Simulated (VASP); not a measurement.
# Cd2S (P3m1) in VASP: a series of runs

Cd2S is run at these levels: r2SCAN, PBEsol; tasks: single point.

All numbers are computed with VASP 6.6.1; they aren't measurements. Logs are shortened: lines on timing, memory, paths and dates and some standing lists are left out, and cuts for length are marked.

## Step 1: The cell of the first run

Symmetry: P3m1, No. 156, trigonal system. The conventional cell has a = 3.989 Å, b = 3.989 Å, c = 5.848 Å, α = 90.00°, β = 90.00°, γ = 120.00°. Within 3.3 Å of Cd (site symmetry 3m) lie 1 S at 2.53 Å and 3 Cd at 3.10 Å. Within 3.5 Å of Cd (site symmetry 3m) lie 3 S at 2.62 Å and 3 Cd at 3.10 Å. Within 3.3 Å of S (site symmetry 3m) lie 4 Cd at 2.53 to 2.62 Å.

## Step 2: Single point, r2SCAN

POSCAR

```
Cd2S
1.0
    3.9889136618      0.0000000000      0.0000000000
   -1.9944568309      3.4545005647      0.0000000000
    0.0000000000      0.0000000000      5.8476645914
Cd S
2 1
Direct
    0.3333333333      0.6666666667      0.9327170000
    0.6666666667      0.3333333333      0.5787350000
    0.3333333333      0.6666666667      0.3657050000
```

INCAR.step1

```
ALGO = Normal
EDIFF = 1E-4
ENCUT = 520
GGA = PE
ISMEAR = -1
LASPH = True
LCHARG = False
LREAL = False
LWAVE = True
NBANDS = 22
NELM = 60
PREC = Accurate
SIGMA = 0.05
```

INCAR.step2

```
ALGO = Normal
EDIFF = 1E-6
ENCUT = 520
ISIF = 2
ISMEAR = -1
ISTART = 1
LASPH = True
LCHARG = False
LMIXTAU = True
LREAL = False
LWAVE = False
METAGGA = R2SCAN
NBANDS = 22
NELM = 60
PREC = Accurate
SIGMA = 0.05
```

KPOINTS

```
k-points
0
Gamma
  8 8 5
```

Potentials or basis: VASP PAW PBE potentials, release 64 (Cd, S).

Run with:

```bash
$ cat potpaw_PBE.64/Cd/POTCAR potpaw_PBE.64/S/POTCAR > POTCAR
$ cp INCAR.step1 INCAR
$ mpirun -np 1 vasp_std > vasp.out
$ cp INCAR.step2 INCAR
$ mpirun -np 1 vasp_std > vasp.out
```

OUTCAR:

```text
EDIFF = 1E-6
   ENCUT = 520
   ISIF = 2
   ISMEAR = -1
   ISTART = 1
   LASPH = True
   LREAL = False
   METAGGA = R2SCAN
   NELM = 60
   PREC = Accurate

 ion  position               nearest neighbor table
   1  0.333  0.667  0.933-   3 2.53   2 3.10   2 3.10   2 3.10
   2  0.667  0.333  0.579-   3 2.62   3 2.62   3 2.62   1 3.10   1 3.10   1 3.10
   3  0.333  0.667  0.366-   1 2.53   2 2.62   2 2.62   2 2.62

  LATTYP: Found a hexagonal cell.
 ALAT       =     3.9889136618
 C/A-ratio  =     1.4659792332

  Lattice vectors:

 A1 = (   3.9889136618,   0.0000000000,   0.0000000000)
 A2 = (  -1.9944568309,   3.4545005647,   0.0000000000)
 A3 = (   0.0000000000,   0.0000000000,   5.8476645914)

Analysis of symmetry for initial positions (statically):
=====================================================================
 Subroutine PRICEL returns:
 Original cell was already a primitive cell.

 Routine SETGRP: Setting up the symmetry group for a
 hexagonal supercell.

 Subroutine GETGRP returns: Found  6 space group operations
 (whereof  6 operations were pure point group operations)
 out of a pool of 24 trial point group operations.

The static configuration has the point symmetry C_3v.

Analysis of symmetry for dynamics (positions and initial velocities):
=====================================================================
 Subroutine PRICEL returns:
 Original cell was already a primitive cell.

 Routine SETGRP: Setting up the symmetry group for a
 hexagonal supercell.

 Subroutine GETGRP returns: Found  6 space group operations
 (whereof  6 operations were pure point group operations)
 out of a pool of 24 trial point group operations.

The dynamic configuration has the point symmetry C_3v.

 Subroutine INISYM returns: Found  6 space group operations
 (whereof  6 operations are pure point group operations),
 and found     1 'primitive' translations

----------------------------------------------------------------------------------------

                                     Primitive cell

  volume of cell :      80.5791

  direct lattice vectors                    reciprocal lattice vectors
     3.988913662  0.000000000  0.000000000     0.250694822  0.144738723  0.000000000
    -1.994456831  3.454500565  0.000000000     0.000000000  0.289477446  0.000000000
     0.000000000  0.000000000  5.847664591     0.000000000  0.000000000  0.171008440

  length of vectors
     3.988913662  3.988913662  5.847664591     0.289477446  0.289477446  0.171008440

  position of ions in fractional coordinates (direct lattice)
     0.333333333  0.666666667  0.932717000
     0.666666667  0.333333333  0.578735000
     0.333333333  0.666666667  0.365705000

  ion indices of the primitive-cell ions
   primitive index   ion index
                 1           1
                 2           2
                 3           3

----------------------------------------------------------------------------------------

 KPOINTS: k-points

Automatic generation of k-mesh.
 Grid dimensions read from file:
 generate k-points for:    8    8    5

 Generating k-lattice:

  Cartesian coordinates                     Fractional coordinates (reciprocal lattice)
     0.031336853  0.018092340  0.000000000     0.125000000  0.000000000  0.000000000
     0.000000000  0.036184681  0.000000000     0.000000000  0.125000000  0.000000000
     0.000000000  0.000000000  0.034201688     0.000000000  0.000000000  0.200000000

  Length of vectors
     0.036184681  0.036184681  0.034201688

  Shift w.r.t. Gamma in fractional coordinates (k-lattice)
     0.000000000  0.000000000  0.000000000

 Subroutine IBZKPT returns following result:
 ===========================================

 Found     40 irreducible k-points:

 Following reciprocal coordinates:
            Coordinates               Weight
  0.000000  0.000000  0.000000      1.000000
  0.125000 -0.000000  0.000000      6.000000
  0.250000 -0.000000  0.000000      6.000000
  0.375000  0.000000  0.000000      6.000000
  0.500000 -0.000000  0.000000      3.000000
  0.125000  0.125000  0.000000      6.000000
[... 16 lines left out ...]
 -0.125000  0.500000  0.200000     12.000000
  0.250000  0.250000  0.200000     12.000000
 [... further k-points ...]
   k-points           NKPTS =     40   k-points in BZ     NKDIM =     40   number of bands    NBANDS=     22
   number of dos      NEDOS =    301   number of ions     NIONS =      3
   total plane-waves  NPLWV =  43200
   dimension x,y,z NGX =    30 NGY =   30 NGZ =   48
   dimension x,y,z NGXF=    60 NGYF=   60 NGZF=   96
   ions per type =               2   1
   NGX,Y,Z   is equivalent  to a cutoff of  12.50, 12.50, 13.65 a.u.
   NGXF,Y,Z  is equivalent  to a cutoff of  25.01, 25.01, 27.29 a.u.
 SYSTEM =  unknown system
   PREC   = accura    normal or accurate (medium, high low for compatibility)
   ISTART =      1    job   : 0-new  1-cont  2-samecut
   ICHARG =      0    charge: 1-file 2-atom 10-const
   ISPIN  =      1    spin polarized calculation?
   LNONCOLLINEAR =      F non collinear calculations
   LSORBIT =      F    spin-orbit coupling
   LASPH  =      T    aspherical Exc in radial PAW
   ENCUT  =  520.0 eV  38.22 Ry    6.18 a.u.   7.42  7.42 10.87*2*pi/ulx,y,z
   NELM   =     60;   NELMIN=  2; NELMDL=  0     # of ELM steps
   EDIFF  = 0.1E-05   stopping-criterion for ELM
   LREAL  =      F    real-space projection
   EDIFFG = 0.1E-04   stopping-criterion for IOM
   NSW    =      0    number of steps for IOM
   IBRION =     -1    ionic relax: 0-MD 1-quasi-New 2-CG
   NFREE  =      0    steps in history (QN), initial steepest desc. (CG)
   ISIF   =      2    stress and relaxation
   ISYM   =      2    0-nonsym 1-usesym 2-fastsym
   POTIM  = 0.5000    time-step for ionic-motion
   TEBEG  =    0.0;   TEEND  =   0.0 temperature during run
   PSTRESS=    0.0 pullay stress
   NELECT =      30.0000    total number of electrons
   NUPDOWN=      -1.0000    fix difference up-down
   EMIN   =  10.00;   EMAX   =-10.00  energy-range for DOS
   EFERMI =   0.00;   METHOD = LEGACY
   ISMEAR =    -1;   SIGMA  =   0.05  broadening in eV -4-tet -1-fermi 0-gaus
   EFERMI_NEDOS =   21; number of points for ismear=-14 and -15
   IALGO  =     38    algorithm
   IMIX   =      4    mixing-type and parameters
     AMIX     =   0.40;   BMIX     =  1.00
     AMIX_MAG =   1.60;   BMIX_MAG =  1.00
  volume/ion in A,a.u.               =      26.86       181.26
  Fermi-wavevector in a.u.,A,eV,Ry     =   1.177718  2.225563 18.871533  1.387019
  Thomas-Fermi vector in A             =   2.314059
   LORBIT       =      0    0 simple, 1 ext, 2 COOP (PROOUT), +10 PAW based schemes
   METAGGA = R2SCAN    functional components
   LHFCALC =     F    Hartree Fock is set to
   AEXX    =    0.0000 exact exchange contribution
   IVDW    =     0    specifies the selected vdW correction
   LEPSILON=     F    determine dielectric tensor
   LRPA    =     F    only Hartree local field effects (RPA)
 non-spin polarized calculation
  energy-cutoff  :      520.00
  volume of cell :       80.58
 maximum number of plane-waves:      2194
 NGX is ok and might be reduce to    30
   NGX = 15   NGY = 15   NGZ = 21

 number of electron      30.0000000 magnetization

 Free energy of the ion-electron system (eV)
  ---------------------------------------------------
  ext. energy  EPLUGINS =         0.00000000
  ---------------------------------------------------
  free energy    TOTEN  =       -49.02776619 eV

  energy without entropy =      -49.02672821  energy(sigma->0) =      -49.02724720

 E-fermi :   1.2921     XC(G=0):  -9.7511

 val. band max:        1.1248949966   @ k =   0.3750   0.2500   0.2000
 cond. band min:       1.4228419157   @ k =   0.5000  -0.0000   0.2000
 fundamental gap:      0.2979469191
 Fermi energy:         1.2920542633

 k-point     1 :       0.0000    0.0000    0.0000
  band No.  band energies     occupation
      1     -12.0401      2.00000
      2      -7.6182      2.00000
      3      -7.6182      2.00000
      4      -7.5139      2.00000
      5      -7.5139      2.00000
      6      -7.4417      2.00000
[... 14 lines left out ...]
     21       9.7689      0.00000
     22      11.4296      0.00000

 k-point     2 :       0.1250   -0.0000    0.0000
  band No.  band energies     occupation
      1     -11.9902      2.00000
      2      -7.6251      2.00000
      3      -7.6144      2.00000
      4      -7.5132      2.00000
      5      -7.4847      2.00000
      6      -7.4045      2.00000
[... 14 lines left out ...]
     21       9.8155      0.00000
     22      11.1554      0.00000

 k-point     3 :       0.2500   -0.0000    0.0000
  band No.  band energies     occupation
      1     -11.8682      2.00000
      2      -7.6294      2.00000
      3      -7.6135      2.00000
      4      -7.5118      2.00000
      5      -7.4113      2.00000
      6      -7.3730      2.00000
[... 14 lines left out ...]
     21       9.7735      0.00000
     22      10.1496      0.00000

 k-point     4 :       0.3750    0.0000    0.0000
  band No.  band energies     occupation
      1     -11.7449      2.00000
      2      -7.6225      2.00000
      3      -7.6152      2.00000
      4      -7.5263      2.00000
      5      -7.3675      2.00000
      6      -7.3304      2.00000
[... 14 lines left out ...]
     21       9.4612      0.00000
     22      10.0201      0.00000

 k-point     5 :       0.5000   -0.0000    0.0000
  band No.  band energies     occupation
      1     -11.6935      2.00000
      2      -7.6284      2.00000
      3      -7.5935      2.00000
      4      -7.5492      2.00000
      5      -7.3631      2.00000
      6      -7.2918      2.00000
[... 417 lines left out ...]
 k-point    22 :       0.3750    0.1250    0.2000
  band No.  band energies     occupation
      1     -11.6628      2.00000
      2      -7.6502      2.00000
      3      -7.6200      2.00000
      4      -7.5054      2.00000
      5      -7.4617      2.00000
      6      -7.3301      2.00000
[... 14 lines left out ...]
     21       9.3658      0.00000
     22      10.5164      0.00000

 k-point    23 :      -0.1250    0.5000    0.2000
  band No.  band energies     occupation
      1     -11.6628      2.00000
      2      -7.6448      2.00000
      3      -7.6132      2.00000
      4      -7.5269      2.00000
      5      -7.4499      2.00000
      6      -7.3183      2.00000
[... 14 lines left out ...]
     21       9.4074      0.00000
     22      10.5869      0.00000

 k-point    24 :       0.2500    0.2500    0.2000
  band No.  band energies     occupation
      1     -11.6635      2.00000
      2      -7.6636      2.00000
      3      -7.6008      2.00000
      4      -7.4926      2.00000
      5      -7.4595      2.00000
      6      -7.3558      2.00000
[... 14 lines left out ...]
     21       9.0787      0.00000
     22       9.9487      0.00000

 [... further k-points ...]
[... 5 lines left out ...]
  --------------------------------------------------------------------------------------
  -------------------------------------------------------------------------------------
  Total       -1.0670557     -1.0670557     -1.3068711      0.0000000      0.0000000      0.0000000
  in kB      -21.2165770    -21.2165770    -25.9848956      0.0000000      0.0000000      0.0000000
  external PRESSURE =     -22.8060165 kB  Pullay stress =       0.0000000 kB

 VOLUME and BASIS-vectors are now :
 -----------------------------------------------------------------------------
  energy-cutoff  :      520.00
  volume of cell :       80.58
      direct lattice vectors                 reciprocal lattice vectors
     3.988913662  0.000000000  0.000000000     0.250694822  0.144738723  0.000000000
    -1.994456831  3.454500565  0.000000000     0.000000000  0.289477446  0.000000000
     0.000000000  0.000000000  5.847664591     0.000000000  0.000000000  0.171008440

 POSITION                                       TOTAL-FORCE (eV/Angst)
 -----------------------------------------------------------------------------------
     -0.00000      2.30300      5.45422         0.000000      0.000000      0.059678
      1.99446      1.15150      3.38425        -0.000000     -0.000000     -0.089655
     -0.00000      2.30300      2.13852         0.000000     -0.000000      0.029977
 -----------------------------------------------------------------------------------
    total drift:                                0.000002     -0.000001      0.002006

  FREE ENERGIE OF THE ION-ELECTRON SYSTEM (eV)
  ---------------------------------------------------
  free  energy   TOTEN  =       -49.0277661886 eV

  energy  without entropy=      -49.0267282126  energy(sigma->0) =      -49.02724720
```

Wall time 5.1 min (1 thread of Intel Xeon Platinum 8259CL at 2.50GHz (Skylake/Cascade Lake), shared host); peak memory 0.24 GiB.

What came out:

```yaml
Free_energy: -49.0278 eV
Pressure: -2.3 GPa
Largest_force: 0.090 eV/Å
Band_gap_on_the_k_mesh: 0.30 eV, indirect (least direct gap 0.61 eV)
```

Forces in eV/Å, atoms in the order of the input:
```
Cd   0.000  0.000  0.060
Cd   0.000  0.000 -0.090
S    0.000  0.000  0.030
```

Stress tensor (GPa, compression positive):
```
-2.12  0.00  0.00
 0.00 -2.12  0.00
 0.00  0.00 -2.60
```

Caveat: the PAW data sets were made with another functional, which shifts forces and pressure a little. A k mesh can miss the band edges.

## Step 3: Single point, r2SCAN

This run uses another cell than the first one, of 27.39 Å³/atom, 1.020 times its volume.

POSCAR

```
Cd2S
1.0
    4.0148164244      0.0000000000      0.0000000000
   -2.0074082122      3.4769330151      0.0000000000
    0.0000000000      0.0000000000      5.8856375034
Cd S
2 1
Direct
    0.3333333333      0.6666666667      0.9327170000
    0.6666666667      0.3333333333      0.5787350000
    0.3333333333      0.6666666667      0.3657050000
```

INCAR.step1

```
SYSTEM = Cd2S
PREC = Accurate
ENCUT = 520
ISMEAR = -1
SIGMA = 0.05
LREAL = .False.
LASPH = .True.
NELM = 80
NBANDS = 22
GGA = PE
ALGO = Normal
EDIFF = 1E-4
LWAVE = .True.
LCHARG = .False.
```

INCAR.step2

```
SYSTEM = Cd2S
PREC = Accurate
ENCUT = 520
EDIFF = 1E-6
ISMEAR = -1
SIGMA = 0.05
LREAL = .False.
LASPH = .True.
NELM = 80
ALGO = Normal
ISIF = 2
LWAVE = .False.
LCHARG = .False.
METAGGA = R2SCAN
LMIXTAU = .True.
NBANDS = 22
ISTART = 1
```

KPOINTS

```
Automatic mesh
0
Gamma
  8 8 5
  0 0 0
```

Potentials or basis: VASP PAW PBE potentials, release 64 (Cd, S).

Run with:

```bash
$ cat potpaw_PBE.64/Cd/POTCAR potpaw_PBE.64/S/POTCAR > POTCAR
$ cp INCAR.step1 INCAR
$ mpirun -np 1 vasp_std > vasp.out
$ cp INCAR.step2 INCAR
$ mpirun -np 1 vasp_std > vasp.out
```

OUTCAR:

```text
SYSTEM = Cd2S
   PREC = Accurate
   ENCUT = 520
   EDIFF = 1E-6
   ISMEAR = -1
   LREAL = .False.
   LASPH = .True.
   NELM = 80
   ISIF = 2
   METAGGA = R2SCAN
   ISTART = 1

 ion  position               nearest neighbor table
   1  0.333  0.667  0.933-   3 2.55   2 3.12   2 3.12   2 3.12
   2  0.667  0.333  0.579-   3 2.64   3 2.64   3 2.64   1 3.12   1 3.12   1 3.12
   3  0.333  0.667  0.366-   1 2.55   2 2.64   2 2.64   2 2.64

  LATTYP: Found a hexagonal cell.
 ALAT       =     4.0148164244
 C/A-ratio  =     1.4659792332

[... 195 lines left out ...]
      5      -7.6083      2.00000
      6      -7.5390      2.00000
[... 589 lines left out ...]
     21       8.8814      0.00000
     22       9.7726      0.00000

 [... further k-points ...]
[... 5 lines left out ...]
  --------------------------------------------------------------------------------------
  -------------------------------------------------------------------------------------
  Total       -1.3947520     -1.3947520     -1.8319137      0.0000000      0.0000000      0.0000000
  in kB      -27.1989436    -27.1989436    -35.7239980      0.0000000      0.0000000      0.0000000
  external PRESSURE =     -30.0406284 kB  Pullay stress =       0.0000000 kB

 VOLUME and BASIS-vectors are now :
 -----------------------------------------------------------------------------
  energy-cutoff  :      520.00
  volume of cell :       82.16
      direct lattice vectors                 reciprocal lattice vectors
     4.014816424  0.000000000  0.000000000     0.249077391  0.143804899  0.000000000
    -2.007408212  3.476933015  0.000000000     0.000000000  0.287609797  0.000000000
     0.000000000  0.000000000  5.885637503     0.000000000  0.000000000  0.169905129

 POSITION                                       TOTAL-FORCE (eV/Angst)
 -----------------------------------------------------------------------------------
     -0.00000      2.31796      5.48963         0.000000      0.000000      0.101121
      2.00741      1.15898      3.40622        -0.000000     -0.000000     -0.161702
     -0.00000      2.31796      2.15241         0.000000     -0.000000      0.060581
 -----------------------------------------------------------------------------------
    total drift:                                0.000002     -0.000001      0.001940

  FREE ENERGIE OF THE ION-ELECTRON SYSTEM (eV)
  ---------------------------------------------------
  free  energy   TOTEN  =       -49.0018120517 eV

  energy  without entropy=      -49.0008274897  energy(sigma->0) =      -49.00131977
```

OSZICAR.step1:

```text
N       E                     dE             d eps       ncg     rms          rms(c)
DAV:   1     0.206247766296E+03    0.20625E+03   -0.14839E+04  1760   0.126E+03
DAV:   2     0.235664204379E+01   -0.20389E+03   -0.19495E+03  1946   0.323E+02
DAV:   3    -0.697895198507E+01   -0.93356E+01   -0.92819E+01  2108   0.703E+01
DAV:   4    -0.705695817294E+01   -0.78006E-01   -0.77992E-01  1940   0.597E+00
DAV:   5    -0.705801431030E+01   -0.10561E-02   -0.10561E-02  2180   0.674E-01    0.769E+00
DAV:   6    -0.623956285682E+01    0.81845E+00   -0.17629E+00  2266   0.116E+01    0.577E+00
DAV:   7    -0.623361935588E+01    0.59435E-02   -0.43192E-01  2066   0.395E+00    0.287E+00
DAV:   8    -0.623020458213E+01    0.34148E-02   -0.58110E-02  1916   0.215E+00    0.336E-01
DAV:   9    -0.622747529868E+01    0.27293E-02   -0.14701E-02  2156   0.110E+00    0.203E-01
DAV:  10    -0.622767771832E+01   -0.20242E-03   -0.11744E-03  1970   0.289E-01    0.110E-01
DAV:  11    -0.622769924401E+01   -0.21526E-04   -0.24950E-04  1682   0.118E-01
   1 F= -.62276992E+01 E0= -.62270342E+01  d E =-.133013E-02
```

Run time: 5 min. Hardware: 1 thread of Intel Xeon Platinum 8259CL at 2.50GHz (Skylake/Cascade Lake), shared host; peak memory 0.24 GiB.

Results:

```yaml
Free_energy: -49.0018 eV
Pressure: -3.0 GPa
Largest_force: 0.162 eV/Å
Band_gap_on_the_k_mesh: 0.31 eV, indirect (least direct gap 0.60 eV)
```

Forces on the atoms (eV/Å):
```
Cd   0.000  0.000  0.101
Cd   0.000  0.000 -0.162
S    0.000  0.000  0.061
```

Stress tensor (GPa, compression positive):
```
-2.72  0.00  0.00
 0.00 -2.72  0.00
 0.00  0.00 -3.57
```

Caveat: the PAW data sets were made with another functional, which shifts forces and pressure a little. A k mesh can miss the band edges.

(Part 1 of 2 ends here.)
